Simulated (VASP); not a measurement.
Runs of VASP 6.6.1 on BaBe. The structure is that of space group P-6m2 (No. 187), or close to it. The cells are those of the table. 

```tsv
task	cell	k mesh	cutoff (eV)	smearing	gap on the mesh (eV)	pressure (GPa)	relaxed volume (Å³/atom)
single point	a = 4.433, b = 4.433, c = 4.010 Å, angles 90.0, 90.0, 120.0°, 2 atoms	12 × 12 × 12	520	gaussian 0.1 eV	none	0.2	-
relaxation of cell and atoms	relaxed from a = 4.461, b = 4.461, c = 3.913 Å, angles 90.0, 90.0, 120.0°, 2 atoms	12 × 12 × 12	600	gaussian 0.1 eV	none	0.0	34.50
single point	a = 4.420, b = 4.420, c = 4.049 Å, angles 90.0, 90.0, 120.0°, 2 atoms	12 × 12 × 12	520	fermi-dirac 0.15 eV	none	0.2	-
relaxation of cell and atoms	relaxed from a = 4.433, b = 4.433, c = 4.010 Å, angles 90.0, 90.0, 120.0°, 2 atoms	12 × 12 × 12	600	fermi-dirac 0.15 eV	none	0.0	(a)
single point	a = 3.003, b = 3.003, c = 4.703 Å, angles 90.0, 90.0, 120.0°, 2 atoms	9 × 9 × 4	520	gaussian 0.1 eV	none	25.4	-
```

Alike in all rows: level PBEsol; potentials or basis VASP PAW PBE potentials, release 64 (Ba_sv, Be); no spin polarisation.

Q: Estimate the missing entries.

A: (a) 34.65.

Caveats: the PAW data sets were made with another functional, which shifts forces and pressure a little; spin-orbit coupling is left out, which moves the levels of the heavy elements; the stress differs along the axes, from 19 to 28 GPa (at least some runs).

A k mesh can miss the band edges, and the runs leave out spin-orbit coupling on Ba.

A gap of «none» marks levels without a gap at the run's occupations.
